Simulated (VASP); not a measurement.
A run of VASP 6.6.1:

INCAR

```
SYSTEM = Al2Cu
ALGO     = Normal         ! electronic algorithm
EDIFF    = 1E-8           ! SCF threshold, eV
ENCUT    = 520            ! plane-wave cutoff, eV
GGA      = PS             ! functional
ISIF     = 2              ! what is computed and relaxed
ISMEAR   = -1             ! smearing method
LASPH    = .True.         ! aspherical terms in the spheres
LCHARG   = .False.        ! write CHGCAR
LEFG     = .True.       
LREAL    = .False.        ! projectors in reciprocal space
LWAVE    = .False.        ! write WAVECAR
NBANDS   = 26             ! bands
NELM     = 80             ! most SCF steps
PREC     = Accurate       ! precision mode
SIGMA    = 0.05           ! smearing width, eV
```

Contents of KPOINTS:

```
k-points
0
Gamma
  12 12 12
  0 0 0
```

Contents of POSCAR:

```
Al2Cu
1.0
   -3.0335000000      3.0335000000      2.4385000000
    3.0335000000     -3.0335000000      2.4385000000
    3.0335000000      3.0335000000     -2.4385000000
Al Cu
4 2
Direct
    0.6581000000      0.1581000000      0.8162000000
    0.1581000000      0.3419000000      0.5000000000
    0.3419000000      0.8419000000      0.1838000000
    0.8419000000      0.6581000000      0.5000000000
    0.2500000000      0.2500000000      0.0000000000
    0.7500000000      0.7500000000      0.0000000000
```

Potentials or basis: VASP PAW PBE potentials, release 64 (Al, Cu).

The run is started by

```console
$ cat potpaw_PBE.64/Al/POTCAR potpaw_PBE.64/Cu/POTCAR > POTCAR
$ mpirun -np 1 vasp_std > vasp.out
```

Hardware: 1 thread of Oxide Virtual Turin-like Processor (shared host).

Problem. How long does it take, and how much memory?

Solution. It took 15 min on 1 thread of Oxide Virtual Turin-like Processor, on a shared host, peak memory 0.42 GiB. Counts: scf iterations 20, k points 163.
